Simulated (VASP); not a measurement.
# KCl (Fm-3m) in VASP: single point with PBEsol

Aim: the single point of KCl with PBEsol.

Everything below comes from runs of VASP 6.6.1. Logs are shortened: lines on timing, memory, paths and dates and some standing lists are left out, and cuts for length are marked.

## (1) The cell of the first run

Symmetry: Fm-3m, No. 225, cubic system. Conventional cell: a = 6.286 Å, b = 6.286 Å, c = 6.286 Å, α = 90.00°, β = 90.00°, γ = 90.00°. K (site symmetry m-3m) has 6 Cl at 3.14 Å within 4.1 Å. Within 4.1 Å of Cl (site symmetry m-3m) lie 6 K at 3.14 Å.

## (2) Single point, PBEsol (Na replaced by K, lengths x 1.083, strained)

Input file INCAR:

```
SYSTEM = KCl
  PREC = Accurate
  ENCUT = 520
  EDIFF = 1E-6
  ISMEAR = 0
  SIGMA = 0.02
  LREAL = .False.
  LASPH = .True.
  NELM = 80
  ALGO = Normal
  ISIF = 2
  LWAVE = .False.
  LCHARG = .True.
  GGA = PS
  LELF = .True.
  LVHAR = .True.
  NBANDS = 15
```

Input file KPOINTS:

```
regular mesh
0
Gamma
  6 6 6
  0 0 0
```

Input file POSCAR:

```
KCl
1.0
    0.0000000000      3.1432236498      3.1432236498
    3.1432236498      0.0000000000      3.1432236498
    3.1432236498      3.1432236498      0.0000000000
K Cl
1 1
Direct
    0.0000000000      0.0000000000      0.0000000000
    0.5000000000      0.5000000000      0.5000000000
```

Potentials or basis: VASP PAW PBE potentials, release 64 (K_sv, Cl).

On the command line:

```
$ cat potpaw_PBE.64/K_sv/POTCAR potpaw_PBE.64/Cl/POTCAR > POTCAR
$ mpirun -np 1 vasp_std > vasp.out
```

OUTCAR:

```text
SYSTEM = KCl
   PREC = Accurate
   ENCUT = 520
   EDIFF = 1E-6
   ISMEAR = 0
   LREAL = .False.
   LASPH = .True.
   NELM = 80
   ISIF = 2
   GGA = PS

 ion  position               nearest neighbor table
   1  0.000  0.000  0.000-   2 3.14   2 3.14   2 3.14   2 3.14   2 3.14   2 3.14
   2  0.500  0.500  0.500-   1 3.14   1 3.14   1 3.14   1 3.14   1 3.14   1 3.14

  LATTYP: Found a face centered cubic cell.
 ALAT       =     6.2864472996

  Lattice vectors:

 A1 = (   0.0000000000,   3.1432236498,   3.1432236498)
 A2 = (   3.1432236498,   0.0000000000,   3.1432236498)
 A3 = (   3.1432236498,   3.1432236498,   0.0000000000)

Analysis of symmetry for initial positions (statically):
=====================================================================
 Subroutine PRICEL returns:
 Original cell was already a primitive cell.

 Routine SETGRP: Setting up the symmetry group for a
 face centered cubic supercell.

 Subroutine GETGRP returns: Found 48 space group operations
 (whereof 48 operations were pure point group operations)
 out of a pool of 48 trial point group operations.

The static configuration has the point symmetry O_h .

Analysis of symmetry for dynamics (positions and initial velocities):
=====================================================================
 Subroutine PRICEL returns:
 Original cell was already a primitive cell.

 Routine SETGRP: Setting up the symmetry group for a
 face centered cubic supercell.

 Subroutine GETGRP returns: Found 48 space group operations
 (whereof 48 operations were pure point group operations)
 out of a pool of 48 trial point group operations.

The dynamic configuration has the point symmetry O_h .

 Subroutine INISYM returns: Found 48 space group operations
 (whereof 48 operations are pure point group operations),
 and found     1 'primitive' translations

----------------------------------------------------------------------------------------

                                     Primitive cell

  volume of cell :      62.1092

  direct lattice vectors                    reciprocal lattice vectors
     0.000000000  3.143223650  3.143223650    -0.159072359  0.159072359  0.159072359
     3.143223650  0.000000000  3.143223650     0.159072359 -0.159072359  0.159072359
     3.143223650  3.143223650  0.000000000     0.159072359  0.159072359 -0.159072359

  length of vectors
     4.445189515  4.445189515  4.445189515     0.275521407  0.275521407  0.275521407

  position of ions in fractional coordinates (direct lattice)
     0.000000000  0.000000000  0.000000000
     0.500000000  0.500000000  0.500000000

  ion indices of the primitive-cell ions
   primitive index   ion index
                 1           1
                 2           2

----------------------------------------------------------------------------------------

 KPOINTS: regular mesh

Automatic generation of k-mesh.
 Grid dimensions read from file:
 generate k-points for:    6    6    6

 Generating k-lattice:

  Cartesian coordinates                     Fractional coordinates (reciprocal lattice)
    -0.026512060  0.026512060  0.026512060     0.166666667  0.000000000  0.000000000
     0.026512060 -0.026512060  0.026512060     0.000000000  0.166666667  0.000000000
     0.026512060  0.026512060 -0.026512060     0.000000000  0.000000000  0.166666667

  Length of vectors
     0.045920235  0.045920235  0.045920235

  Shift w.r.t. Gamma in fractional coordinates (k-lattice)
     0.000000000  0.000000000  0.000000000

 Subroutine IBZKPT returns following result:
 ===========================================

 Found     16 irreducible k-points:

 Following reciprocal coordinates:
            Coordinates               Weight
  0.000000  0.000000  0.000000      1.000000
  0.166667  0.000000  0.000000      8.000000
  0.333333  0.000000  0.000000      8.000000
  0.500000  0.000000  0.000000      4.000000
  0.166667  0.166667  0.000000      6.000000
  0.333333  0.166667  0.000000     24.000000
[... 8 lines left out ...]
 -0.333333  0.333333  0.166667     24.000000
 -0.333333  0.500000  0.166667     12.000000
   k-points           NKPTS =     16   k-points in BZ     NKDIM =     16   number of bands    NBANDS=     15
   number of dos      NEDOS =    301   number of ions     NIONS =      2
   total plane-waves  NPLWV =  46656
   dimension x,y,z NGX =    36 NGY =   36 NGZ =   36
   dimension x,y,z NGXF=    72 NGYF=   72 NGZF=   72
   ions per type =               1   1
   NGX,Y,Z   is equivalent  to a cutoff of  13.46, 13.46, 13.46 a.u.
   NGXF,Y,Z  is equivalent  to a cutoff of  26.93, 26.93, 26.93 a.u.
 SYSTEM =  KCl
   PREC   = accura    normal or accurate (medium, high low for compatibility)
   ISTART =      0    job   : 0-new  1-cont  2-samecut
   ICHARG =      2    charge: 1-file 2-atom 10-const
   ISPIN  =      1    spin polarized calculation?
   LNONCOLLINEAR =      F non collinear calculations
   LSORBIT =      F    spin-orbit coupling
   LASPH  =      T    aspherical Exc in radial PAW
   ENCUT  =  520.0 eV  38.22 Ry    6.18 a.u.   8.27  8.27  8.27*2*pi/ulx,y,z
   NELM   =     80;   NELMIN=  2; NELMDL= -5     # of ELM steps
   EDIFF  = 0.1E-05   stopping-criterion for ELM
   LREAL  =      F    real-space projection
   EDIFFG = 0.1E-04   stopping-criterion for IOM
   NSW    =      0    number of steps for IOM
   IBRION =     -1    ionic relax: 0-MD 1-quasi-New 2-CG
   NFREE  =      0    steps in history (QN), initial steepest desc. (CG)
   ISIF   =      2    stress and relaxation
   ISYM   =      2    0-nonsym 1-usesym 2-fastsym
   POTIM  = 0.5000    time-step for ionic-motion
   TEBEG  =    0.0;   TEEND  =   0.0 temperature during run
   PSTRESS=    0.0 pullay stress
   NELECT =      16.0000    total number of electrons
   NUPDOWN=      -1.0000    fix difference up-down
   EMIN   =  10.00;   EMAX   =-10.00  energy-range for DOS
   EFERMI =   0.00;   METHOD = LEGACY
   ISMEAR =     0;   SIGMA  =   0.02  broadening in eV -4-tet -1-fermi 0-gaus
   EFERMI_NEDOS =   21; number of points for ismear=-14 and -15
   IALGO  =     38    algorithm
   IMIX   =      4    mixing-type and parameters
     AMIX     =   0.40;   BMIX     =  1.00
     AMIX_MAG =   1.60;   BMIX_MAG =  1.00
  volume/ion in A,a.u.               =      31.05       209.57
  Fermi-wavevector in a.u.,A,eV,Ry     =   1.041669  1.968468 14.763319  1.085073
  Thomas-Fermi vector in A             =   2.176300
   LORBIT       =      0    0 simple, 1 ext, 2 COOP (PROOUT), +10 PAW based schemes
   GGA     = PS    functional components
   LHFCALC =     F    Hartree Fock is set to
   AEXX    =    0.0000 exact exchange contribution
   IVDW    =     0    specifies the selected vdW correction
   LEPSILON=     F    determine dielectric tensor
   LRPA    =     F    only Hartree local field effects (RPA)
 non-spin polarized calculation
 Gauss-broadening in eV      SIGMA  =   0.02
  energy-cutoff  :      520.00
  volume of cell :       62.11
 maximum number of plane-waves:      1687
 NGX is ok and might be reduce to    36
   NGX = 17   NGY = 17   NGZ = 17

 number of electron      16.0000001 magnetization

 Free energy of the ion-electron system (eV)
  ---------------------------------------------------
  ext. energy  EPLUGINS =         0.00000000
  ---------------------------------------------------
  free energy    TOTEN  =        -7.02240302 eV

  energy without entropy =       -7.02240302  energy(sigma->0) =       -7.02240302

 E-fermi :  -1.7268     XC(G=0):  -7.7335

 val. band max:       -1.8935563883   @ k =   0.0000   0.0000   0.0000
 cond. band min:       3.1387376243   @ k =   0.0000   0.0000   0.0000
 fundamental gap:      5.0322940126
 Fermi energy:        -1.7268081687

 k-point     1 :       0.0000    0.0000    0.0000
  band No.  band energies     occupation
      1     -28.9305      2.00000
      2     -13.9882      2.00000
      3     -12.4570      2.00000
      4     -12.4570      2.00000
      5     -12.4570      2.00000
      6      -1.8936      2.00000
      7      -1.8936      2.00000
      8      -1.8936      2.00000
      9       3.1387      0.00000
     10       6.4025      0.00000
     11       6.4025      0.00000
     12       6.4025      0.00000
     13       7.2899      0.00000
     14       7.2899      0.00000
     15      10.8653      0.00000

 k-point     2 :       0.1667    0.0000    0.0000
  band No.  band energies     occupation
      1     -28.9277      2.00000
      2     -14.0388      2.00000
      3     -12.4594      2.00000
      4     -12.4594      2.00000
      5     -12.3927      2.00000
      6      -2.2211      2.00000
      7      -1.9824      2.00000
      8      -1.9824      2.00000
      9       3.7837      0.00000
     10       6.2134      0.00000
     11       6.7511      0.00000
     12       6.7511      0.00000
     13       7.6673      0.00000
     14       7.6673      0.00000
     15      11.8299      0.00000

 k-point     3 :       0.3333    0.0000    0.0000
  band No.  band energies     occupation
      1     -28.9221      2.00000
      2     -14.1300      2.00000
      3     -12.4643      2.00000
      4     -12.4643      2.00000
      5     -12.2734      2.00000
      6      -2.7553      2.00000
      7      -2.1502      2.00000
      8      -2.1502      2.00000
      9       5.0132      0.00000
     10       6.2664      0.00000
     11       7.6987      0.00000
     12       7.6987      0.00000
     13       8.6201      0.00000
     14       8.6201      0.00000
     15      10.9185      0.00000

 k-point     4 :       0.5000    0.0000    0.0000
  band No.  band energies     occupation
      1     -28.9192      2.00000
      2     -14.1716      2.00000
      3     -12.4667      2.00000
      4     -12.4667      2.00000
      5     -12.2174      2.00000
      6      -2.9845      2.00000
      7      -2.2297      2.00000
      8      -2.2297      2.00000
      9       5.5411      0.00000
     10       6.6055      0.00000
     11       8.5960      0.00000
     12       8.5960      0.00000
     13       9.4203      0.00000
     14       9.4203      0.00000
     15      10.1586      0.00000
[... 163 lines left out ...]
 k-point    14 :       0.5000    0.3333    0.1667
  band No.  band energies     occupation
      1     -28.9185      2.00000
      2     -14.0471      2.00000
      3     -12.5215      2.00000
      4     -12.4939      2.00000
      5     -12.3507      2.00000
      6      -2.6739      2.00000
      7      -2.2191      2.00000
      8      -2.2046      2.00000
      9       5.5039      0.00000
     10       5.8055      0.00000
     11       7.9452      0.00000
     12       8.6218      0.00000
     13       8.7238      0.00000
     14       8.9929      0.00000
     15       9.8917      0.00000

 k-point    15 :      -0.3333    0.3333    0.1667
  band No.  band energies     occupation
      1     -28.9167      2.00000
      2     -14.0337      2.00000
      3     -12.5378      2.00000
      4     -12.5188      2.00000
      5     -12.3439      2.00000
      6      -2.6302      2.00000
      7      -2.3460      2.00000
      8      -2.2593      2.00000
      9       5.9309      0.00000
     10       6.1834      0.00000
     11       7.7747      0.00000
     12       8.0487      0.00000
     13       9.2842      0.00000
     14       9.8577      0.00000
     15       9.9556      0.00000

 k-point    16 :      -0.3333    0.5000    0.1667
  band No.  band energies     occupation
      1     -28.9159      2.00000
      2     -13.9579      2.00000
      3     -12.5839      2.00000
      4     -12.5383      2.00000
      5     -12.4038      2.00000
      6      -2.4834      2.00000
      7      -2.3303      2.00000
      8      -2.2632      2.00000
      9       5.2366      0.00000
     10       6.9133      0.00000
     11       7.0908      0.00000
     12       8.2131      0.00000
     13       9.0138      0.00000
     14       9.8233      0.00000
     15      10.3602      0.00000

------------------------ aborting loop because EDIFF is reached ----------------------------------------

  FORCE on cell =-STRESS in cart. coord.  units (eV):
  Direction    XX          YY          ZZ          XY          YZ          ZX
  --------------------------------------------------------------------------------------
  -------------------------------------------------------------------------------------
  Total       -0.1249745     -0.1249745     -0.1249745      0.0000000      0.0000000      0.0000000
  in kB       -3.2238608     -3.2238608     -3.2238608      0.0000000      0.0000000      0.0000000
  external PRESSURE =      -3.2238608 kB  Pullay stress =       0.0000000 kB

 VOLUME and BASIS-vectors are now :
 -----------------------------------------------------------------------------
  energy-cutoff  :      520.00
  volume of cell :       62.11
      direct lattice vectors                 reciprocal lattice vectors
     0.000000000  3.143223650  3.143223650    -0.159072359  0.159072359  0.159072359
     3.143223650  0.000000000  3.143223650     0.159072359 -0.159072359  0.159072359
     3.143223650  3.143223650  0.000000000     0.159072359  0.159072359 -0.159072359

 POSITION                                       TOTAL-FORCE (eV/Angst)
 -----------------------------------------------------------------------------------
      0.00000      0.00000      0.00000         0.000000      0.000000      0.000000
      3.14322      3.14322      3.14322         0.000000     -0.000000     -0.000000
 -----------------------------------------------------------------------------------
    total drift:                                0.000000      0.000000      0.000000

  FREE ENERGIE OF THE ION-ELECTRON SYSTEM (eV)
  ---------------------------------------------------
  free  energy   TOTEN  =        -7.0224030230 eV

  energy  without entropy=       -7.0224030230  energy(sigma->0) =       -7.02240302
```

Run time: 37 s. Hardware: 1 thread of Intel Xeon 6975P-C, shared host; peak memory 0.2 GiB.

Results:

```yaml
Free_energy: -7.0224 eV
Pressure: -0.3 GPa
Band_gap_on_the_k_mesh: 5.03 eV, direct
```

Caveat: the cell differs from its parent crystal (Na replaced by K, lengths x 1.083, strained); the PAW data sets were made with another functional, which shifts forces and pressure a little.
